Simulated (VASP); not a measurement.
# TiB2 (P6/mmm) in VASP: further runs

TiB2 is run at these levels: LDA; tasks: single point, relaxation of cell and atoms.

Program: VASP 6.6.1. These are calculated values, not measurements. Logs are shortened: lines on timing, memory, paths and dates and some standing lists are left out, and cuts for length are marked.

### 1 The cell of the first run

It takes space group P6/mmm (No. 191, hexagonal). The conventional cell has a = 2.995 Å, b = 2.995 Å, c = 3.157 Å, α = 90.00°, β = 90.00°, γ = 120.00°. Within 3.2 Å of Ti (site symmetry 6/mmm) lie 12 B at 2.34 Å and 8 Ti at 3.00 to 3.16 Å. Within 2.4 Å of B (site symmetry -6m2) lie 3 B at 1.73 Å and 6 Ti at 2.34 Å.

### 2 Single point, LDA

Input file INCAR:

```
SYSTEM = TiB2
  ALGO = Normal
  EDIFF = 1E-7
  ENCUT = 520
  GGA = CA
  ISIF = 2
  ISMEAR = 0
  LASPH = .True.
  LCHARG = .False.
  LREAL = .False.
  LWAVE = .False.
  NBANDS = 16
  NELM = 60
  PREC = Accurate
  SIGMA = 0.1
```

Input file KPOINTS:

```
k-points
0
Gamma
  9 9 6
  0 0 0
```

Input file POSCAR:

```
TiB2
1.0
    2.9951377443      0.0000000000      0.0000000000
   -1.4975688721      2.5938653744      0.0000000000
    0.0000000000      0.0000000000      3.1574986385
Ti B
1 2
Direct
    0.0000000000      0.0000000000      0.0000000000
    0.3333333333      0.6666666667      0.5000000000
    0.6666666667      0.3333333333      0.5000000000
```

Potentials or basis: VASP PAW LDA potentials, release 64 (Ti_sv, B).

Started as:

```
cat potpaw_LDA.64/Ti_sv/POTCAR potpaw_LDA.64/B/POTCAR > POTCAR
mpirun -np 1 vasp_std > vasp.out
```

OUTCAR:

```text
SYSTEM = TiB2
   EDIFF = 1E-7
   ENCUT = 520
   GGA = CA
   ISIF = 2
   ISMEAR = 0
   LASPH = .True.
   LREAL = .False.
   NELM = 60
   PREC = Accurate

 ion  position               nearest neighbor table
   1  0.000  0.000  0.000-   2 2.34   3 2.34   2 2.34   3 2.34   2 2.34   2 2.34   3 2.34   3 2.34
                             3 2.34   3 2.34   2 2.34   2 2.34
   2  0.333  0.667  0.500-   3 1.73   3 1.73   3 1.73   1 2.34   1 2.34   1 2.34   1 2.34   1 2.34
                             1 2.34
   3  0.667  0.333  0.500-   2 1.73   2 1.73   2 1.73   1 2.34   1 2.34   1 2.34   1 2.34   1 2.34
                             1 2.34

  LATTYP: Found a hexagonal cell.
 ALAT       =     2.9951377443
 C/A-ratio  =     1.0542081560

  Lattice vectors:

 A1 = (   2.9951377443,   0.0000000000,   0.0000000000)
 A2 = (  -1.4975688721,   2.5938653744,   0.0000000000)
 A3 = (   0.0000000000,   0.0000000000,   3.1574986385)

Analysis of symmetry for initial positions (statically):
=====================================================================
 Subroutine PRICEL returns:
 Original cell was already a primitive cell.

 Routine SETGRP: Setting up the symmetry group for a
 hexagonal supercell.

 Subroutine GETGRP returns: Found 24 space group operations
 (whereof 24 operations were pure point group operations)
 out of a pool of 24 trial point group operations.

The static configuration has the point symmetry D_6h.

Analysis of symmetry for dynamics (positions and initial velocities):
=====================================================================
 Subroutine PRICEL returns:
 Original cell was already a primitive cell.

 Routine SETGRP: Setting up the symmetry group for a
 hexagonal supercell.

 Subroutine GETGRP returns: Found 24 space group operations
 (whereof 24 operations were pure point group operations)
 out of a pool of 24 trial point group operations.

The dynamic configuration has the point symmetry D_6h.

 Subroutine INISYM returns: Found 24 space group operations
 (whereof 24 operations are pure point group operations),
 and found     1 'primitive' translations

----------------------------------------------------------------------------------------

                                     Primitive cell

  volume of cell :      24.5306

  direct lattice vectors                    reciprocal lattice vectors
     2.995137744  0.000000000  0.000000000     0.333874461  0.192762510  0.000000000
    -1.497568872  2.593865374  0.000000000     0.000000000  0.385525020  0.000000000
     0.000000000  0.000000000  3.157498638     0.000000000  0.000000000  0.316706392
[... 90 lines left out ...]
   IBRION =     -1    ionic relax: 0-MD 1-quasi-New 2-CG
   NFREE  =      0    steps in history (QN), initial steepest desc. (CG)
   ISIF   =      2    stress and relaxation
   ISYM   =      2    0-nonsym 1-usesym 2-fastsym
   POTIM  = 0.5000    time-step for ionic-motion
   TEBEG  =    0.0;   TEEND  =   0.0 temperature during run
   PSTRESS=    0.0 pullay stress
   NELECT =      18.0000    total number of electrons
   NUPDOWN=      -1.0000    fix difference up-down
   EMIN   =  10.00;   EMAX   =-10.00  energy-range for DOS
   EFERMI =   0.00;   METHOD = LEGACY
   ISMEAR =     0;   SIGMA  =   0.10  broadening in eV -4-tet -1-fermi 0-gaus
   EFERMI_NEDOS =   21; number of points for ismear=-14 and -15
   IALGO  =     38    algorithm
   IMIX   =      4    mixing-type and parameters
     AMIX     =   0.40;   BMIX     =  1.00
     AMIX_MAG =   1.60;   BMIX_MAG =  1.00
  volume/ion in A,a.u.               =       8.18        55.18
  Fermi-wavevector in a.u.,A,eV,Ry     =   1.476601  2.790372 29.665475  2.180351
  Thomas-Fermi vector in A             =   2.591108
   LORBIT       =      0    0 simple, 1 ext, 2 COOP (PROOUT), +10 PAW based schemes
   GGA     = CA    functional components
   LHFCALC =     F    Hartree Fock is set to
   AEXX    =    0.0000 exact exchange contribution
   IVDW    =     0    specifies the selected vdW correction
   LEPSILON=     F    determine dielectric tensor
   LRPA    =     F    only Hartree local field effects (RPA)
 non-spin polarized calculation
 Gauss-broadening in eV      SIGMA  =   0.10
  energy-cutoff  :      520.00
  volume of cell :       24.53
 maximum number of plane-waves:       684
 NGX is ok and might be reduce to    24
   NGX = 11   NGY = 11   NGZ = 11

 number of electron      18.0000000 magnetization

 Free energy of the ion-electron system (eV)
  ---------------------------------------------------
  ext. energy  EPLUGINS =         0.00000000
  ---------------------------------------------------
  free energy    TOTEN  =       -26.92165505 eV

  energy without entropy =      -26.92104663  energy(sigma->0) =      -26.92135084

 E-fermi :  10.4916     XC(G=0): -13.1710

 val. band max:       10.3195653333   @ k =   0.1111  -0.0000   0.5000
 cond. band min:      10.5633113646   @ k =   0.0000   0.0000   0.3333
 fundamental gap:      0.2437460313
 Fermi energy:        10.4915977018

 k-point     1 :       0.0000    0.0000    0.0000
  band No.  band energies     occupation
      1     -45.6919      2.00000
      2     -22.4373      2.00000
      3     -22.0975      2.00000
      4     -22.0975      2.00000
      5      -3.0921      2.00000
      6       7.6687      2.00000
[... 433 lines left out ...]
      3     -22.4210      2.00000
      4     -22.4014      2.00000
      5       2.0911      2.00000
      6       2.0911      2.00000
[... 8 lines left out ...]
     15      21.5090      0.00000
     16      21.5447      0.00000

 [... further k-points ...]

------------------------ aborting loop because EDIFF is reached ----------------------------------------

  FORCE on cell =-STRESS in cart. coord.  units (eV):
  Direction    XX          YY          ZZ          XY          YZ          ZX
  --------------------------------------------------------------------------------------
  -------------------------------------------------------------------------------------
  Total        0.0748697      0.0748697      0.0764419      0.0000000     -0.0000000      0.0000000
  in kB        4.8900021      4.8900021      4.9926894      0.0000000     -0.0000000      0.0000000
  external PRESSURE =       4.9242312 kB  Pullay stress =       0.0000000 kB

 VOLUME and BASIS-vectors are now :
 -----------------------------------------------------------------------------
  energy-cutoff  :      520.00
  volume of cell :       24.53
      direct lattice vectors                 reciprocal lattice vectors
     2.995137744  0.000000000  0.000000000     0.333874461  0.192762510  0.000000000
    -1.497568872  2.593865374  0.000000000     0.000000000  0.385525020  0.000000000
     0.000000000  0.000000000  3.157498638     0.000000000  0.000000000  0.316706392

 POSITION                                       TOTAL-FORCE (eV/Angst)
 -----------------------------------------------------------------------------------
      0.00000      0.00000      0.00000        -0.000000      0.000000     -0.000000
     -0.00000      1.72924      1.57875        -0.000000     -0.000000      0.000000
      1.49757      0.86462      1.57875         0.000000      0.000000     -0.000000
 -----------------------------------------------------------------------------------
    total drift:                               -0.000000      0.000000      0.000000

  FREE ENERGIE OF THE ION-ELECTRON SYSTEM (eV)
  ---------------------------------------------------
  free  energy   TOTEN  =       -26.9216550482 eV

  energy  without entropy=      -26.9210466267  energy(sigma->0) =      -26.92135084
```

OSZICAR:

```text
N       E                     dE             d eps       ncg     rms          rms(c)
DAV:   1     0.122075557227E+03    0.12208E+03   -0.90004E+03  1536   0.129E+03
DAV:   2    -0.249004774504E+02   -0.14698E+03   -0.14148E+03  1720   0.344E+02
DAV:   3    -0.320207402926E+02   -0.71203E+01   -0.70607E+01  2136   0.738E+01
DAV:   4    -0.322074220340E+02   -0.18668E+00   -0.18663E+00  1960   0.104E+01
DAV:   5    -0.322120673259E+02   -0.46453E-02   -0.46451E-02  2096   0.143E+00    0.173E+01
DAV:   6    -0.269443806394E+02    0.52677E+01   -0.20642E+01  2144   0.498E+01    0.383E+00
DAV:   7    -0.269238513303E+02    0.20529E-01   -0.10932E+00  1632   0.122E+01    0.354E+00
DAV:   8    -0.269217740766E+02    0.20773E-02   -0.73869E-02  2440   0.226E+00    0.900E-01
DAV:   9    -0.269220187397E+02   -0.24466E-03   -0.27029E-02  1912   0.221E+00    0.256E-01
DAV:  10    -0.269216890717E+02    0.32967E-03   -0.30408E-03  2144   0.669E-01    0.710E-02
DAV:  11    -0.269216639412E+02    0.25130E-04   -0.27101E-04  1912   0.163E-01    0.712E-02
DAV:  12    -0.269216552302E+02    0.87110E-05   -0.58628E-05  1928   0.896E-02    0.688E-03
DAV:  13    -0.269216549560E+02    0.27424E-06   -0.35559E-06  1688   0.173E-02    0.302E-03
DAV:  14    -0.269216550482E+02   -0.92200E-07   -0.28123E-07  1824   0.512E-03
   1 F= -.26921655E+02 E0= -.26921351E+02  d E =-.608421E-03
```

Wall time 12 s (1 thread of Intel Xeon Platinum 8488C (Sapphire Rapids), shared host); peak memory 0.13 GiB.

Results:

```yaml
Free_energy: -26.9217 eV
Pressure: 0.5 GPa
Band_gap_on_the_k_mesh: zero (bands 9 and 10 overlap by 0.40 eV)
```

Levels at points of the mesh, in eV from the Fermi level:
| k point | band 6 | band 7 | band 8 | band 9 | band 10 | band 11 | band 12 | band 13 |
| --- | --- | --- | --- | --- | --- | --- | --- | --- |
| (0.00, 0.00, 0.00) | -2.82 | -2.82 | -2.26 | -2.21 | 1.95 | 1.95 | 3.86 | 3.86 |
| (0.00, 0.00, 0.50) | -7.75 | -0.64 | -0.64 | -0.32 | -0.32 | 0.38 | 0.38 | 1.79 |

### 3 Relaxation of cell and atoms, LDA

This run uses another cell than the first one, of 8.55 Å³/atom.

Input file INCAR:

```
SYSTEM = TiB2
ALGO     = Normal         ! electronic algorithm
EDIFF    = 1E-6           ! SCF threshold, eV
EDIFFG   = -0.05          ! ionic threshold
ENCUT    = 600            ! plane-wave cutoff, eV
IBRION   = 2              ! ionic algorithm
ISIF     = 3              ! what is computed and relaxed
ISMEAR   = 0              ! smearing method
LASPH    = .True.         ! aspherical terms in the spheres
LCHARG   = .False.        ! write CHGCAR
LREAL    = .False.        ! projectors in reciprocal space
LWAVE    = .False.        ! write WAVECAR
NELM     = 60             ! most SCF steps
NSW      = 100            ! ionic steps
PREC     = Accurate       ! precision mode
SIGMA    = 0.1            ! smearing width, eV
```

KPOINTS is that of step 2.

Input file POSCAR:

```
TiB2
1.0
    3.0292000000      0.0000000000      0.0000000000
   -1.5146000000      2.6233641531      0.0000000000
    0.0000000000      0.0000000000      3.2284000000
Ti B
1 2
Direct
    0.0000000000      0.0000000000      0.0000000000
    0.3333333333      0.6666666667      0.5000000000
    0.6666666667      0.3333333333      0.5000000000
```

Potentials or basis: VASP PAW LDA potentials, release 64 (Ti_sv, B).

Started as:

```
cat potpaw_LDA.64/Ti_sv/POTCAR potpaw_LDA.64/B/POTCAR > POTCAR
mpirun -np 1 vasp_std > vasp.out
```

Run time: 33 s. Hardware: 1 thread of Intel Xeon Platinum 8488C (Sapphire Rapids), shared host; peak memory 0.15 GiB.

It converged, with:

| Quantity | Value |
| --- | --- |
| Free energy | -26.9244 eV |
| Relaxed volume | 8.18 Å³/atom |
| Relaxed cell | a = 2.996 Å, b = 2.996 Å, c = 3.159 Å, α = 90.00°, β = 90.00°, γ = 120.00° |
| Space group after relaxing (to 0.1 Å) | P6/mmm (No. 191) |
| Energy gained by relaxing | 13.0 meV/atom |
| Ionic steps | 5 |
| Pressure after relaxing | 0.2 GPa |
| Band gap on the k mesh | zero (bands 9 and 10 overlap by 0.39 eV) |

The path:
| step | energy change (eV) | largest force (eV/Å) | pressure (GPa) | volume (Å³) |
| --- | --- | --- | --- | --- |
| 1 | 0.0000 | 0.0000 | -10.77 | 25.66 |
| 2 | 0.0002 | 0.0000 | 12.68 | 23.58 |
| 3 | -0.0377 | 0.0000 | 0.08 | 24.59 |
| 4 | -0.0377 | 0.0000 | 0.27 | 24.57 |
| 5 | -0.0390 | 0.0000 | 0.16 | 24.55 |

Final structure:
```cif
data_structure
_symmetry_space_group_name_H-M 'P 1'
_symmetry_Int_Tables_number 1
_cell_length_a 2.9960
_cell_length_b 2.9960
_cell_length_c 3.1588
_cell_angle_alpha 90.000
_cell_angle_beta 90.000
_cell_angle_gamma 120.000
_cell_volume 24.55
loop_
_atom_site_label
_atom_site_type_symbol
_atom_site_fract_x
_atom_site_fract_y
_atom_site_fract_z
_atom_site_occupancy
Ti1 Ti 0.00000 0.00000 0.00000 1
B1 B 0.33333 0.66667 0.50000 1
B2 B 0.66667 0.33333 0.50000 1
```

Levels at points of the mesh, in eV from the Fermi level:
```tsv
k point	band 5	band 6	band 7	band 8	band 9	band 10	band 11	band 12	band 13
(0.00, 0.00, 0.00)	-13.58	-2.82	-2.82	-2.26	-2.21	1.95	1.95	3.85	3.85
(0.00, 0.00, 0.50)	-11.46	-7.75	-0.64	-0.64	-0.32	-0.32	0.38	0.38	1.79
```

### 4 Single point, LDA

Input file INCAR:

```
  PREC = Accurate
  ENCUT = 520
  EDIFF = 1E-6
  ISMEAR = -1
  SIGMA = 0.15
  LREAL = False
  LASPH = True
  NELM = 100
  ALGO = Normal
  ISIF = 2
  LWAVE = False
  LCHARG = False
  GGA = CA
  NBANDS = 16
```

Input file KPOINTS:

```
regular mesh
0
Gamma
  18 18 14
```

Input file POSCAR:

```
TiB2
1.0
    2.9943680034      0.0000000000      0.0000000000
   -1.4971840017      2.5931987592      0.0000000000
    0.0000000000      0.0000000000      3.1596971884
Ti B
1 2
Direct
    0.0000000000      0.0000000000      0.0000000000
    0.3333333333      0.6666666667      0.5000000000
    0.6666666667      0.3333333333      0.5000000000
```

Started as:

```
cat potpaw_LDA.64/Ti_sv/POTCAR potpaw_LDA.64/B/POTCAR > POTCAR
mpirun -np 1 vasp_std > vasp.out
```

Wall time 54 s (1 thread of Intel Xeon Platinum 8488C (Sapphire Rapids), shared host); peak memory 0.22 GiB.

The run converged. Its results:

```
Free energy            : -26.9348 eV
Pressure               : 0.6 GPa
Band gap on the k mesh : zero (bands 9 and 10 overlap by 0.64 eV)
```

Levels at points of the mesh, in eV from the Fermi level:
| k point | band 5 | band 6 | band 7 | band 8 | band 9 | band 10 | band 11 | band 12 | band 13 | band 14 |
| --- | --- | --- | --- | --- | --- | --- | --- | --- | --- | --- |
| (0.00, 0.00, 0.00) | -13.51 | -2.74 | -2.74 | -2.19 | -2.15 | 2.02 | 2.02 | 3.92 | 3.92 | 5.93 |
| (0.50, 0.00, 0.00) | -9.46 | -9.10 | -3.30 | -3.26 | -2.37 | 1.44 | 2.89 | 3.41 | 3.58 | 7.88 |
| (0.00, 0.00, 0.50) | -11.39 | -7.68 | -0.56 | -0.56 | -0.24 | -0.24 | 0.46 | 0.46 | 1.86 | 6.63 |
| (0.50, 0.00, 0.50) | -9.77 | -7.46 | -4.81 | -3.94 | -3.06 | 2.70 | 3.09 | 4.90 | 4.91 | 5.77 |

### 5 Overview

| task | cell | k mesh | cutoff (eV) | smearing | gap on the mesh (eV) | pressure (GPa) |
| --- | --- | --- | --- | --- | --- | --- |
| single point | a = 2.995, b = 2.995, c = 3.157 Å, angles 90.0, 90.0, 120.0°, 3 atoms | 9 × 9 × 6 | 520 | gaussian 0.1 eV | none | 0.5 |
| relaxation of cell and atoms | relaxed from a = 3.029, b = 3.029, c = 3.228 Å, angles 90.0, 90.0, 120.0°, 3 atoms | 9 × 9 × 6 | 600 | gaussian 0.1 eV | none | 0.2 |
| single point | a = 2.994, b = 2.994, c = 3.160 Å, angles 90.0, 90.0, 120.0°, 3 atoms | 18 × 18 × 14 | 520 | fermi-dirac 0.15 eV | none | 0.6 |

Alike in all rows: level LDA; potentials or basis VASP PAW LDA potentials, release 64 (Ti_sv, B); no spin polarisation.

Total energies depend on the potentials used, so only differences within one code and one set of settings carry meaning.

The gap in the log of VASP goes by the Fermi energy; the results here count the filled bands.